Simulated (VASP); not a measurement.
# AlSn (P-6m2) in VASP: further runs

The runs below take AlSn through single point, relaxation of cell and atoms, with PBEsol.

All numbers are computed with VASP 6.6.1; they aren't measurements. Logs are shortened: lines on timing, memory, paths and dates and some standing lists are left out, and cuts for length are marked.

### 1 The cell of the first run

It takes space group P-6m2 (No. 187, hexagonal). Conventional cell: a = 4.157 Å, b = 4.157 Å, c = 3.373 Å, α = 90.00°, β = 90.00°, γ = 120.00°. Sn (site symmetry -6m2) has 6 Al at 2.93 Å and 2 Sn at 3.37 Å within 3.9 Å. Within 3.9 Å of Al (site symmetry -6m2) lie 6 Sn at 2.93 Å and 2 Al at 3.37 Å.

### 2 Single point, PBEsol

INCAR

```
  PREC = Accurate
  ENCUT = 500
  EDIFF = 1E-6
  ISMEAR = -1
  SIGMA = 0.05
  LREAL = F
  LASPH = T
  NELM = 120
  ALGO = Normal
  ISIF = 2
  LWAVE = F
  LCHARG = F
  GGA = PS
  NBANDS = 16
  GGA_COMPAT = F
```

KPOINTS

```
Automatic mesh
0
Gamma
  7 7 8
```

POSCAR

```
AlSn
1.0
    4.1567439605      0.0000000000      0.0000000000
   -2.0783719802      3.5998458668      0.0000000000
    0.0000000000      0.0000000000      3.3729839400
Sn Al
1 1
Direct
    0.3333333333      0.6666666667      0.5000000000
    0.0000000000      0.0000000000      0.0000000000
```

Potentials or basis: VASP PAW PBE potentials, release 64 (Sn_d, Al).

Run with:

```console
$ cat potpaw_PBE.64/Sn_d/POTCAR potpaw_PBE.64/Al/POTCAR > POTCAR
$ mpirun -np 1 vasp_std > vasp.out
```

OUTCAR:

```text
PREC = Accurate
   ENCUT = 500
   EDIFF = 1E-6
   ISMEAR = -1
   LREAL = F
   LASPH = T
   NELM = 120
   ISIF = 2
   GGA = PS

 ion  position               nearest neighbor table
   1  0.333  0.667  0.500-   2 2.93   2 2.93   2 2.93   2 2.93   2 2.93   2 2.93
   2  0.000  0.000  0.000-   1 2.93   1 2.93   1 2.93   1 2.93   1 2.93   1 2.93

  LATTYP: Found a hexagonal cell.
 ALAT       =     4.1567439605
 C/A-ratio  =     0.8114485694

  Lattice vectors:

 A1 = (   4.1567439605,   0.0000000000,   0.0000000000)
 A2 = (  -2.0783719802,   3.5998458668,   0.0000000000)
 A3 = (   0.0000000000,   0.0000000000,   3.3729839400)

Analysis of symmetry for initial positions (statically):
=====================================================================
 Subroutine PRICEL returns:
 Original cell was already a primitive cell.

 Routine SETGRP: Setting up the symmetry group for a
 hexagonal supercell.

 Subroutine GETGRP returns: Found 12 space group operations
 (whereof 12 operations were pure point group operations)
 out of a pool of 24 trial point group operations.

The static configuration has the point symmetry D_3h.

Analysis of symmetry for dynamics (positions and initial velocities):
=====================================================================
 Subroutine PRICEL returns:
 Original cell was already a primitive cell.

 Routine SETGRP: Setting up the symmetry group for a
 hexagonal supercell.

 Subroutine GETGRP returns: Found 12 space group operations
 (whereof 12 operations were pure point group operations)
 out of a pool of 24 trial point group operations.

The dynamic configuration has the point symmetry D_3h.

 Subroutine INISYM returns: Found 12 space group operations
 (whereof 12 operations are pure point group operations),
 and found     1 'primitive' translations

----------------------------------------------------------------------------------------

                                     Primitive cell

  volume of cell :      50.4721

  direct lattice vectors                    reciprocal lattice vectors
     4.156743961  0.000000000  0.000000000     0.240572912  0.138894836  0.000000000
    -2.078371980  3.599845867  0.000000000     0.000000000  0.277789671  0.000000000
     0.000000000  0.000000000  3.372983940     0.000000000  0.000000000  0.296473395

  length of vectors
     4.156743961  4.156743960  3.372983940     0.277789671  0.277789671  0.296473395

  position of ions in fractional coordinates (direct lattice)
     0.333333333  0.666666667  0.500000000
     0.000000000  0.000000000  0.000000000

  ion indices of the primitive-cell ions
   primitive index   ion index
                 1           1
                 2           2

----------------------------------------------------------------------------------------

 KPOINTS: Automatic mesh

Automatic generation of k-mesh.
 Grid dimensions read from file:
 generate k-points for:    7    7    8

 Generating k-lattice:

  Cartesian coordinates                     Fractional coordinates (reciprocal lattice)
     0.034367559  0.019842119  0.000000000     0.142857143 -0.000000000  0.000000000
     0.000000000  0.039684239  0.000000000     0.000000000  0.142857143  0.000000000
     0.000000000  0.000000000  0.037059174     0.000000000  0.000000000  0.125000000

  Length of vectors
     0.039684239  0.039684239  0.037059174

  Shift w.r.t. Gamma in fractional coordinates (k-lattice)
     0.000000000  0.000000000  0.000000000

 Subroutine IBZKPT returns following result:
 ===========================================

 Found     40 irreducible k-points:

 Following reciprocal coordinates:
            Coordinates               Weight
  0.000000  0.000000  0.000000      1.000000
  0.142857 -0.000000  0.000000      6.000000
  0.285714  0.000000  0.000000      6.000000
  0.428571  0.000000  0.000000      6.000000
  0.142857  0.142857  0.000000      6.000000
  0.285714  0.142857  0.000000     12.000000
[... 16 lines left out ...]
  0.428571  0.142857  0.250000     12.000000
  0.285714  0.285714  0.250000     12.000000
 [... further k-points ...]
   k-points           NKPTS =     40   k-points in BZ     NKDIM =     40   number of bands    NBANDS=     16
   number of dos      NEDOS =    301   number of ions     NIONS =      2
   total plane-waves  NPLWV =  25200
   dimension x,y,z NGX =    30 NGY =   30 NGZ =   28
   dimension x,y,z NGXF=    60 NGYF=   60 NGZF=   56
   ions per type =               1   1
   NGX,Y,Z   is equivalent  to a cutoff of  12.00, 12.00, 13.80 a.u.
   NGXF,Y,Z  is equivalent  to a cutoff of  24.00, 24.00, 27.60 a.u.
 SYSTEM =  unknown system
   PREC   = accura    normal or accurate (medium, high low for compatibility)
   ISTART =      0    job   : 0-new  1-cont  2-samecut
   ICHARG =      2    charge: 1-file 2-atom 10-const
   ISPIN  =      1    spin polarized calculation?
   LNONCOLLINEAR =      F non collinear calculations
   LSORBIT =      F    spin-orbit coupling
   LASPH  =      T    aspherical Exc in radial PAW
   ENCUT  =  500.0 eV  36.75 Ry    6.06 a.u.   7.58  7.58  6.15*2*pi/ulx,y,z
   NELM   =    120;   NELMIN=  2; NELMDL= -5     # of ELM steps
   EDIFF  = 0.1E-05   stopping-criterion for ELM
   LREAL  =      F    real-space projection
   EDIFFG = 0.1E-04   stopping-criterion for IOM
   NSW    =      0    number of steps for IOM
   IBRION =     -1    ionic relax: 0-MD 1-quasi-New 2-CG
   NFREE  =      0    steps in history (QN), initial steepest desc. (CG)
   ISIF   =      2    stress and relaxation
   ISYM   =      2    0-nonsym 1-usesym 2-fastsym
   POTIM  = 0.5000    time-step for ionic-motion
   TEBEG  =    0.0;   TEEND  =   0.0 temperature during run
   PSTRESS=    0.0 pullay stress
   NELECT =      17.0000    total number of electrons
   NUPDOWN=      -1.0000    fix difference up-down
   EMIN   =  10.00;   EMAX   =-10.00  energy-range for DOS
   EFERMI =   0.00;   METHOD = LEGACY
   ISMEAR =    -1;   SIGMA  =   0.05  broadening in eV -4-tet -1-fermi 0-gaus
   EFERMI_NEDOS =   21; number of points for ismear=-14 and -15
   IALGO  =     38    algorithm
   IMIX   =      4    mixing-type and parameters
     AMIX     =   0.40;   BMIX     =  1.00
     AMIX_MAG =   1.60;   BMIX_MAG =  1.00
  volume/ion in A,a.u.               =      25.24       170.30
  Fermi-wavevector in a.u.,A,eV,Ry     =   1.139044  2.152482 17.652500  1.297422
  Thomas-Fermi vector in A             =   2.275748
   LORBIT       =      0    0 simple, 1 ext, 2 COOP (PROOUT), +10 PAW based schemes
   GGA     = PS    functional components
   LHFCALC =     F    Hartree Fock is set to
   AEXX    =    0.0000 exact exchange contribution
   IVDW    =     0    specifies the selected vdW correction
   LEPSILON=     F    determine dielectric tensor
   LRPA    =     F    only Hartree local field effects (RPA)
 non-spin polarized calculation
  energy-cutoff  :      500.00
  volume of cell :       50.47
 maximum number of plane-waves:      1303
   NGX = 15   NGY = 15   NGZ = 13

 number of electron      17.0000008 magnetization

 Free energy of the ion-electron system (eV)
  ---------------------------------------------------
  ext. energy  EPLUGINS =         0.00000000
  ---------------------------------------------------
  free energy    TOTEN  =        -7.95703076 eV

  energy without entropy =       -7.95323109  energy(sigma->0) =       -7.95513093

 E-fermi :   6.2964     XC(G=0):  -9.6961

 val. band max:        6.1936911416   @ k =   0.1429  -0.0000   0.3750
 cond. band min:       6.3107637151   @ k =   0.0000   0.0000   0.0000
 fundamental gap:      0.1170725735
 Fermi energy:         6.2964157330

 k-point     1 :       0.0000    0.0000    0.0000
  band No.  band energies     occupation
      1     -14.9366      2.00000
      2     -14.8447      2.00000
      3     -14.8447      2.00000
      4     -14.8316      2.00000
      5     -14.8316      2.00000
      6      -4.1228      2.00000
[... 8 lines left out ...]
     15      17.6179      0.00000
     16      18.8635      0.00000

 k-point     2 :       0.1429   -0.0000    0.0000
  band No.  band energies     occupation
      1     -14.9348      2.00000
      2     -14.8452      2.00000
      3     -14.8406      2.00000
      4     -14.8331      2.00000
      5     -14.8320      2.00000
      6      -3.9061      2.00000
[... 8 lines left out ...]
     15      16.1212      0.00000
     16      18.4039      0.00000

 k-point     3 :       0.2857    0.0000    0.0000
  band No.  band energies     occupation
      1     -14.9310      2.00000
      2     -14.8462      2.00000
      3     -14.8362      2.00000
      4     -14.8329      2.00000
      5     -14.8313      2.00000
      6      -3.2810      2.00000
[... 8 lines left out ...]
     15      15.8098      0.00000
     16      17.7494      0.00000

 k-point     4 :       0.4286    0.0000    0.0000
  band No.  band energies     occupation
      1     -14.9281      2.00000
      2     -14.8468      2.00000
      3     -14.8388      2.00000
      4     -14.8336      2.00000
      5     -14.8239      2.00000
      6      -2.4351      2.00000
[... 8 lines left out ...]
     15      15.8268      0.00000
     16      17.3936      0.00000

 k-point     5 :       0.1429    0.1429    0.0000
  band No.  band energies     occupation
      1     -14.9319      2.00000
      2     -14.8452      2.00000
      3     -14.8351      2.00000
      4     -14.8346      2.00000
      5     -14.8328      2.00000
      6      -3.4833      2.00000
[... 8 lines left out ...]
     15      15.6542      0.00000
     16      17.6016      0.00000

 k-point     6 :       0.2857    0.1429    0.0000
  band No.  band energies     occupation
      1     -14.9285      2.00000
      2     -14.8445      2.00000
      3     -14.8376      2.00000
      4     -14.8340      2.00000
      5     -14.8280      2.00000
      6      -2.7108      2.00000
[... 8 lines left out ...]
     15      15.7644      0.00000
     16      17.0693      0.00000

 k-point     7 :       0.4286    0.1429    0.0000
  band No.  band energies     occupation
      1     -14.9270      2.00000
      2     -14.8440      2.00000
      3     -14.8387      2.00000
      4     -14.8345      2.00000
      5     -14.8251      2.00000
      6      -2.1027      2.00000
[... 8 lines left out ...]
     15      14.9970      0.00000
     16      16.4915      0.00000

 k-point     8 :       0.2857    0.2857    0.0000
  band No.  band energies     occupation
      1     -14.9262      2.00000
      2     -14.8395      2.00000
      3     -14.8378      2.00000
      4     -14.8358      2.00000
      5     -14.8293      2.00000
      6      -1.9910      2.00000
[... 8 lines left out ...]
     15      15.0925      0.00000
     16      15.5047      0.00000

 k-point     9 :       0.0000    0.0000    0.1250
  band No.  band energies     occupation
      1     -14.9146      2.00000
      2     -14.8439      2.00000
      3     -14.8439      2.00000
      4     -14.8395      2.00000
      5     -14.8395      2.00000
      6      -3.9132      2.00000
[... 8 lines left out ...]
     15      16.5000      0.00000
     16      16.6429      0.00000
[... 172 lines left out ...]
 k-point    19 :       0.2857    0.0000    0.2500
  band No.  band energies     occupation
      1     -14.8658      2.00000
      2     -14.8605      2.00000
      3     -14.8566      2.00000
      4     -14.8404      2.00000
      5     -14.8283      2.00000
      6      -2.4475      2.00000
[... 8 lines left out ...]
     15      15.0223      0.00000
     16      17.6978      0.00000

 k-point    20 :       0.4286    0.0000    0.2500
  band No.  band energies     occupation
      1     -14.8696      2.00000
      2     -14.8614      2.00000
      3     -14.8561      2.00000
      4     -14.8380      2.00000
      5     -14.8211      2.00000
      6      -1.6113      2.00000
[... 8 lines left out ...]
     15      16.5259      0.00000
     16      18.4501      0.00000

 k-point    21 :       0.1429    0.1429    0.2500
  band No.  band energies     occupation
      1     -14.8642      2.00000
      2     -14.8605      2.00000
      3     -14.8565      2.00000
      4     -14.8413      2.00000
      5     -14.8311      2.00000
      6      -2.6486      2.00000
[... 8 lines left out ...]
     15      16.4171      0.00000
     16      16.6848      0.00000

 k-point    22 :       0.2857    0.1429    0.2500
  band No.  band energies     occupation
      1     -14.8679      2.00000
      2     -14.8621      2.00000
      3     -14.8537      2.00000
      4     -14.8391      2.00000
      5     -14.8246      2.00000
      6      -1.8822      2.00000
[... 8 lines left out ...]
     15      17.0212      0.00000
     16      18.0659      0.00000

 k-point    23 :       0.4286    0.1429    0.2500
  band No.  band energies     occupation
      1     -14.8695      2.00000
      2     -14.8628      2.00000
      3     -14.8532      2.00000
      4     -14.8370      2.00000
      5     -14.8223      2.00000
      6      -1.2849      2.00000
[... 8 lines left out ...]
     15      16.8404      0.00000
     16      18.7705      0.00000

 k-point    24 :       0.2857    0.2857    0.2500
  band No.  band energies     occupation
      1     -14.8682      2.00000
      2     -14.8647      2.00000
      3     -14.8498      2.00000
      4     -14.8354      2.00000
      5     -14.8260      2.00000
      6      -1.1736      2.00000
[... 8 lines left out ...]
     15      18.2318      0.00000
     16      18.4776      0.00000

 [... further k-points ...]

------------------------ aborting loop because EDIFF is reached ----------------------------------------

  FORCE on cell =-STRESS in cart. coord.  units (eV):
  Direction    XX          YY          ZZ          XY          YZ          ZX
  --------------------------------------------------------------------------------------
  -------------------------------------------------------------------------------------
  Total       -0.3524391     -0.3524391     -1.2901488     -0.0000000     -0.0000000      0.0000000
  in kB      -11.1877624    -11.1877624    -40.9542454     -0.0000000     -0.0000000      0.0000000
  external PRESSURE =     -21.1099234 kB  Pullay stress =       0.0000000 kB

 VOLUME and BASIS-vectors are now :
 -----------------------------------------------------------------------------
  energy-cutoff  :      500.00
  volume of cell :       50.47
      direct lattice vectors                 reciprocal lattice vectors
     4.156743961  0.000000000  0.000000000     0.240572912  0.138894836  0.000000000
    -2.078371980  3.599845867  0.000000000     0.000000000  0.277789671  0.000000000
     0.000000000  0.000000000  3.372983940     0.000000000  0.000000000  0.296473395

 POSITION                                       TOTAL-FORCE (eV/Angst)
 -----------------------------------------------------------------------------------
     -0.00000      2.39990      1.68649        -0.000000     -0.000000      0.000000
      0.00000      0.00000      0.00000         0.000000      0.000000      0.000000
 -----------------------------------------------------------------------------------
    total drift:                                0.000000     -0.000000     -0.000000

  FREE ENERGIE OF THE ION-ELECTRON SYSTEM (eV)
  ---------------------------------------------------
  free  energy   TOTEN  =        -7.9570307568 eV

  energy  without entropy=       -7.9532310938  energy(sigma->0) =       -7.95513093
```

It took 24 s on 1 thread of Intel Xeon 6975P-C, shared host; peak memory 0.18 GiB.

What came out:

* Free energy: -7.9570 eV
* Pressure: -2.1 GPa

Stress tensor (GPa, compression positive):
```
-1.12  0.00  0.00
 0.00 -1.12  0.00
 0.00  0.00 -4.10
```

Caveat: the PAW data sets were made with another functional, which shifts forces and pressure a little; spin-orbit coupling is left out, which moves the levels of the heavy elements.

### 3 Single point, PBEsol

INCAR

```
SYSTEM = AlSn
PREC = Accurate
ENCUT = 500
EDIFF = 1E-6
ISMEAR = -1
SIGMA = 0.05
LREAL = .False.
LASPH = .True.
NELM = 120
ALGO = Normal
ISIF = 2
LWAVE = .False.
LCHARG = .False.
GGA = PS
NBANDS = 16
GGA_COMPAT = .False.
```

KPOINTS

```
Automatic mesh
0
Gamma
  7 7 8
  0 0 0
```

POSCAR

```
AlSn
1.0
    4.1165812413      0.0000000000      0.0000000000
   -2.0582906206      3.5650639316      0.0000000000
    0.0000000000      0.0000000000      3.4391208800
Sn Al
1 1
Direct
    0.3333333333      0.6666666667      0.5000000000
    0.0000000000      0.0000000000      0.0000000000
```

Potentials or basis: VASP PAW PBE potentials, release 64 (Sn_d, Al).

Run with:

```console
$ cat potpaw_PBE.64/Sn_d/POTCAR potpaw_PBE.64/Al/POTCAR > POTCAR
$ mpirun -np 1 vasp_std > vasp.out
```

Run time: 25 s. Hardware: 1 thread of Intel Xeon 6975P-C, shared host; peak memory 0.18 GiB.

Results (log left out):

```
Free energy : -7.9343 eV
Pressure    : -2.4 GPa
```

Stress tensor (GPa, compression positive):
```
-1.31  0.00  0.00
 0.00 -1.31  0.00
 0.00  0.00 -4.54
```

Levels at points of the mesh, in eV from the Fermi level:
```
           k point  band 5  band 6  band 7  band 8  band 9  band 10  band 11  band 12
(0.00, 0.00, 0.00)  -21.13  -10.38    0.25    0.25    1.23     1.69     3.51     3.51
(0.00, 0.00, 0.50)  -21.09   -7.69   -6.34    2.89    2.89     3.78     3.78     4.22
```

Caveat: the PAW data sets were made with another functional, which shifts forces and pressure a little; spin-orbit coupling is left out, which moves the levels of the heavy elements.

### 4 Relaxation of cell and atoms, PBEsol, target pressure 5 GPa, at which the enthalpy is minimised

INCAR

```
SYSTEM = AlSn
PREC = Accurate
ENCUT = 500
EDIFF = 1E-7
ISMEAR = -1
SIGMA = 0.05
LREAL = .False.
LASPH = .True.
NELM = 120
ALGO = Normal
ISIF = 3
LWAVE = .False.
LCHARG = .False.
GGA = PS
IBRION = 2
NSW = 80
EDIFFG = -0.01
PSTRESS = 50.0
GGA_COMPAT = .False.
NELMIN = 4
```

KPOINTS is that of step 3.

POSCAR

```
AlSn
1.0
    4.1981056157      0.0000000000      0.0000000000
   -2.0990528078      3.6356661109      0.0000000000
    0.0000000000      0.0000000000      3.3068470000
Sn Al
1 1
Direct
    0.3333333333      0.6666666667      0.5000000000
    0.0000000000      0.0000000000      0.0000000000
```

Run with:

```console
$ cat potpaw_PBE.64/Sn_d/POTCAR potpaw_PBE.64/Al/POTCAR > POTCAR
$ mpirun -np 1 vasp_std > vasp.out
```

It took 70 s on 1 thread of Intel Xeon 6975P-C, shared host; peak memory 0.18 GiB.

The run converged. Its results:

- Free energy: -7.9241 eV
- Relaxed volume: 22.53 Å³/atom
- Relaxed cell: a = 4.015 Å, b = 4.015 Å, c = 3.228 Å, α = 90.00°, β = 90.00°, γ = 120.00°
- Space group after relaxing (to 0.05 Å): P-6m2 (No. 187)
- Energy change on relaxing (the enthalpy is what falls): +20.9 meV/atom
- Ionic steps: 5
- Pressure after relaxing: 5.0 GPa

The path:
| step | energy change (eV) | largest force (eV/Å) | pressure (GPa) | volume (Å³) |
| --- | --- | --- | --- | --- |
| 1 | 0.0000 | 0.0000 | -1.83 | 50.47 |
| 2 | 0.1362 | 0.0000 | 9.16 | 43.02 |
| 3 | 0.0415 | 0.0000 | 5.02 | 45.19 |
| 4 | 0.0408 | 0.0000 | 5.02 | 45.11 |
| 5 | 0.0418 | 0.0000 | 4.99 | 45.06 |

Final structure:
```
CELL_PARAMETERS angstrom
4.01476 0.00000 0.00000
-2.00738 3.47689 0.00000
0.00000 0.00000 3.22778
ATOMIC_POSITIONS crystal
Sn 0.33333 0.66667 0.50000
Al 0.00000 0.00000 0.00000
```

Levels at points of the mesh, in eV from the Fermi level:
```tsv
k point	band 6	band 7	band 8	band 9	band 10	band 11
(0.00, 0.00, 0.00)	-11.22	-0.11	-0.11	1.58	2.46	3.32
(0.00, 0.00, 0.50)	-7.97	-6.82	3.05	3.05	3.93	3.93
```

Caveat: the cell is relaxed towards a set pressure, so the enthalpy falls and the energy may rise; the PAW data sets were made with another functional, which shifts forces and pressure a little; spin-orbit coupling is left out, which moves the levels of the heavy elements.

[end of part 1 of 2]
